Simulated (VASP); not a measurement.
Set up this calculation in VASP 6.6.1, as the native input.

```
Task                   : single point
Functional             : PBE
Potentials or basis    : VASP PAW PBE potentials, release 64 (Si, S)
Cutoff                 : 520 eV
k mesh                 : 7 × 5 × 1
Occupations            : gaussian, width 0.05 eV
Spin                   : collinear spin
Starting moments       : [0.0, 0.0, 0.0, 0.0, 0.0, 0.0, 2.0] μB
Dipole correction      : yes
Further INCAR settings : ALGO = Normal; EDIFF = 1e-07; NBANDS = 28
```

The structure of Si6S lies in POSCAR:

```
Si6S
1.0
    3.8675355695      0.0000000000      0.0000000000
    0.0000000000      5.4695212554      0.0000000000
    0.0000000000      0.0000000000     19.2238421361
Si S
6 1
Direct
    0.5000000000      0.0000000000      0.2080749505
    0.0000000000      0.2500000000      0.2080749505
    0.0000000000      0.5024402202      0.3062860998
    0.5000000000      0.7475597798      0.3062860998
    0.5000000000      0.0098635024      0.4017845174
    0.0000000000      0.2401364976      0.4017845174
    0.5000000000      0.6765301691      0.4588577595
```

These files were run (other wordings do the same):

INCAR

```
SYSTEM = Si6S
PREC = Accurate
ENCUT = 520
EDIFF = 1E-7
ISMEAR = 0
SIGMA = 0.05
LREAL = .FALSE.
LASPH = .TRUE.
NELM = 150
ALGO = Normal
ISIF = 2
LWAVE = .FALSE.
LCHARG = .FALSE.
ISPIN = 2
MAGMOM = 0 0 0 0 0 0 2
LORBIT = 11
LDIPOL = .TRUE.
IDIPOL = 3
DIPOL = 0.5 0.5 0.327
GGA = PE
NBANDS = 28
```

KPOINTS

```
regular mesh
0
G
  7 5 1
  0 0 0
```

Potentials or basis: VASP PAW PBE potentials, release 64 (Si, S).

The run is started by

```bash
$ cat potpaw_PBE.64/Si/POTCAR potpaw_PBE.64/S/POTCAR > POTCAR
$ mpirun -np 1 vasp_std > vasp.out
```

It gave:

```json
{
  "Largest force": "1.066 eV/Å",
  "Net moment": "0.06 μB per cell",
  "Site moments": "Si +0.07, -0.09, -0.00, -0.01, +0.01, +0.04; S -0.00 μB",
  "Valence electrons inside the program's atomic spheres": "Si 1.63, 1.64, 1.68, 1.66, 1.67 (each value once); S 3.66"
}
```

It took 13 min on 1 thread of Oxide Virtual Turin-like Processor, on a shared host, peak memory 0.65 GiB.
